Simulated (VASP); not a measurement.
SrO: single point with HSE06

The system is SrO.

```
Sr O
1.0
     0.00000    2.57989    2.55409
     2.57989    0.00000    2.55409
     2.57989    2.57989    0.00000
Sr O
1 1
Direct
  0.00000 0.00000 0.00000
  0.50000 0.50000 0.50000
```

This cell differs from its parent crystal: uniaxial z strain -1.0%.

```yaml
Program: VASP 6.6.1
Task: single point
Functional: HSE06
Potentials_or_basis: VASP PAW PBE potentials, release 64 (Sr_sv, O)
Cutoff: 520 eV
k_mesh: 6 × 6 × 6
Occupations: gaussian, width 0.01 eV
Spin: no spin polarisation
```

```
Pressure               : 1.2 GPa
Band gap on the k mesh : 4.70 eV (least direct gap 4.83 eV)
```

Stress tensor (GPa, compression positive):
```
0.72 0.00 0.00
0.00 0.72 0.00
0.00 0.00 2.12
```

Levels at points of the mesh, in eV from the valence-band top:
```csv
k point,band 4,band 5,band 6,band 7,band 8,band 9,band 10,band 11,band 12,band 13
"(0.00, 0.00, 0.00)",-14.70,-14.69,-0.03,-0.03,0.00,5.44,7.83,7.83,7.91,10.03
"(0.50, 0.00, 0.00)",-14.76,-13.70,-2.28,-1.22,-1.21,8.23,9.96,10.68,10.70,13.90
"(0.50, 0.50, 0.00)",-15.10,-15.10,-0.46,-0.13,-0.13,4.70,9.54,12.02,12.16,13.05
"(0.50, 0.00, 0.50)",-15.09,-15.07,-0.52,-0.13,-0.10,4.74,9.54,12.03,12.12,12.98
```

It took 46 min on 1 thread of AMD EPYC 9R45 96-Core Processor (Zen 5), on a shared host, peak memory 0.26 GiB.

Caveat: the cell differs from its parent crystal (uniaxial z strain -1.0%); the PAW data sets were made with another functional, which shifts forces and pressure a little. A k mesh can miss the band edges.
